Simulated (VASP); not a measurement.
Wanted: the native input for a VASP 6.6.1 run.

| Property | Result |
| --- | --- |
| Task | electric field gradients |
| Functional | PBEsol |
| Potentials or basis | VASP PAW PBE potentials, release 64 (Ga_d, N) |
| Cutoff | 520 eV |
| k mesh | 13 × 13 × 13 |
| Occupations | fermi-dirac, width 0.02 eV |
| Spin | no spin polarisation |
| Dipole correction | no |
| Further INCAR settings | ALGO = Normal; EDIFF = 1e-08; NBANDS = 16 |

The structure of GaN lies in POSCAR:

```
GaN
1.0
    0.0398500000      2.0124250000      2.0124250000
    2.0124250000      0.0398500000      2.0124250000
    2.0124250000      2.0124250000      0.0398500000
Ga N
1 1
Direct
    0.5000000000      0.5000000000      0.5000000000
    0.0000000000      0.0000000000      0.0000000000
```

This cell differs from its parent crystal: equal xy, yz and zx shear strains of +2 %.

The input as run:

INCAR

```
SYSTEM = GaN
PREC = Accurate
ENCUT = 520
EDIFF = 1E-8
ISMEAR = -1
SIGMA = 0.02
LREAL = .FALSE.
LASPH = .TRUE.
NELM = 60
ALGO = Normal
ISIF = 2
LWAVE = .FALSE.
LCHARG = .FALSE.
GGA = PS
LEFG = .TRUE.
NBANDS = 16
```

KPOINTS

```
regular mesh
0
G
  13 13 13
  0 0 0
```

Potentials or basis: VASP PAW PBE potentials, release 64 (Ga_d, N).

Launch:

```console
$ cat potpaw_PBE.64/Ga_d/POTCAR potpaw_PBE.64/N/POTCAR > POTCAR
$ mpirun -np 1 vasp_std > vasp.out
```

Results of the run:

```
Pressure               : 59.6 GPa
Band gap on the k mesh : 1.69 eV, indirect (least direct gap 5.03 eV)
```

Caveat: the cell differs from its parent crystal (equal xy, yz and zx shear strains of +2 %); without QUAD_EFG the Cq values of the log hold for a quadrupole moment of 1 mb, not for the nuclei; the PAW data sets were made with another functional, which shifts forces and pressure a little.

Wall time 35 s on 1 thread of Intel Xeon 6975P-C (shared host), peak memory 0.18 GiB.
